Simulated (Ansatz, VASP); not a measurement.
HgTe: VASP beside Ansatz

```
Hg Te
1.0
     0.00000    3.07274    3.07274
     3.07274    0.00000    3.07274
     3.07274    3.07274    0.00000
Hg Te
1 1
Direct
  0.00000 0.00000 0.00000
  0.50000 0.50000 0.50000
```

Alike in both runs: functional PBE; k mesh 12 × 12 × 12; occupations fermi-dirac, width 0.05 eV; no spin polarisation.

Ansatz relaxed the structure, and its values are those at the end. VASP's run is a single point on that final structure, the one shown.

|  | VASP | Ansatz |
| --- | --- | --- |
| version | VASP 6.6.1 | Ansatz 0.2.0 |
| potentials or method | VASP PAW PBE potentials, release 64 (Hg, Te) | PAW with Ansatz's default frozen-core files, scalar-relativistic |
| plane-wave cutoff (eV) | 520 | 420 |
| valence electrons in the cell | 18 | 36 |

|  | VASP | Ansatz | Ansatz less VASP |
| --- | --- | --- | --- |
| pressure (GPa) | 0.1 | 0.0 | -0.11 |

The functional is the same, so the differences come from potentials, cutoffs and numerics. VASP's potentials hold 18 valence electrons a cell and Ansatz's 36, so a difference there can come from the potentials and not from the codes.

Neither program's run includes spin-orbit coupling.
